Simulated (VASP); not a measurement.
**Hf2SnTe6: single point with PBE**

The system is Hf2SnTe6.

```
Hf Sn Te
1.0
    -3.52979    6.11377    0.00000
    -7.05957    0.00000    0.00000
    -3.52979    2.03792    7.09942
Hf Sn Te
2 1 6
Direct
  0.66664 0.66664 0.00007
  0.33336 0.33336 0.99993
  0.00000 0.00000 0.00000
  0.08348 0.73115 0.75003
  0.73115 0.43534 0.75003
  0.43534 0.08348 0.75003
  0.56466 0.91652 0.24998
  0.26885 0.56466 0.24998
  0.91652 0.26885 0.24998
```

| Quantity | Value |
| --- | --- |
| Program | VASP 6.6.1 |
| Task | single point |
| Functional | PBE |
| Potentials or basis | VASP PAW PBE potentials, release 64 (Hf_pv, Sn_d, Te) |
| Cutoff | 520 eV |
| k mesh | 6 × 6 × 6 |
| Occupations | gaussian, width 0.2 eV |
| Spin | no spin polarisation |

The pressure is -0.1 GPa, the largest force is 0.032 eV/Å and the band gap on the k mesh is zero (bands 35 and 36 overlap by 0.74 eV).

Forces in eV/Å, atoms in the order of the input:
```
Hf   0.000  0.000  0.001
Hf   0.000  0.000 -0.001
Sn   0.000  0.000  0.000
Te   0.022  0.000  0.024
Te  -0.011 -0.019  0.024
Te  -0.011  0.019  0.024
Te   0.011 -0.019 -0.024
Te   0.011  0.019 -0.024
Te  -0.022  0.000 -0.024
```

Levels at points of the mesh, in eV from the Fermi level:
```
           k point  band 31  band 32  band 33  band 34  band 35  band 36  band 37  band 38  band 39  band 40
(0.00, 0.00, 0.00)    -0.53    -0.53     0.09     0.11     0.40     0.40     1.81     1.81     1.83     2.03
(0.50, 0.00, 0.00)    -1.05    -1.03    -0.87    -0.42    -0.16    -0.06     1.32     1.34     2.04     2.22
(0.50, 0.50, 0.00)    -1.21    -1.15    -1.05    -0.72    -0.20    -0.11     1.44     1.64     1.93     2.11
(0.00, 0.00, 0.50)    -1.72    -0.68    -0.68    -0.07     0.32     0.32     1.78     1.86     1.86     2.31
```

It took 7.2 min on 1 thread of AMD EPYC 9R45 96-Core Processor (Zen 5) (shared host), peak memory 0.75 GiB.

Caveat: spin-orbit coupling is left out, which moves the levels of the heavy elements; this functional lacks dispersion, which binds layers or chains, so the pressure and a relaxed spacing across them are unreliable.
